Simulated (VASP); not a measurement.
Set up this calculation in VASP 6.6.1, as the native input.

```yaml
Task: single point
Functional: PBE
Potentials_or_basis: VASP PAW PBE potentials, release 64 (Cu, O)
Cutoff: 520 eV
k_mesh: 9 × 9 × 9
Occupations: fermi-dirac, width 0.05 eV
Spin: no spin polarisation
Dipole_correction: no
Further_INCAR_settings: ALGO = Normal; EDIFF = 1e-06; NBANDS = 30
```

The structure of Cu3O2 lies in POSCAR:

```
Cu3O2
1.0
   -2.0333701494      2.0333701494      3.6701244757
    2.0333701494     -2.0333701494      3.6701244757
    2.0333701494      2.0333701494     -3.6701244757
Cu O
3 2
Direct
    0.0000000000      0.0000000000      0.0000000000
    0.7500000000      0.2500000000      0.5000000000
    0.2500000000      0.7500000000      0.5000000000
    0.5000000000      0.0000000000      0.5000000000
    0.0000000000      0.5000000000      0.5000000000
```

One way to write it, as run:

INCAR

```
PREC = Accurate
ENCUT = 520
EDIFF = 1E-6
ISMEAR = -1
SIGMA = 0.05
LREAL = False
LASPH = True
NELM = 60
ALGO = Normal
ISIF = 2
LWAVE = False
LCHARG = False
GGA = PE
NBANDS = 30
```

KPOINTS

```
regular mesh
0
Gamma
  9 9 9
```

Potentials or basis: VASP PAW PBE potentials, release 64 (Cu, O).

Command:

```bash
$ cat potpaw_PBE.64/Cu/POTCAR potpaw_PBE.64/O/POTCAR > POTCAR
$ mpirun -np 1 vasp_std > vasp.out
```

Results of the run:

| Item | Value |
| --- | --- |
| Pressure | 0.8 GPa |

Caveat: an odd number of electrons without spin polarisation forces a metal; a magnetic or distorted state may lie lower.

It took 2.9 min on 1 thread of Intel(R) Xeon(R) Platinum 8259CL CPU @ 2.50GHz (Skylake/Cascade Lake), with other jobs on the host, peak memory 0.26 GiB.
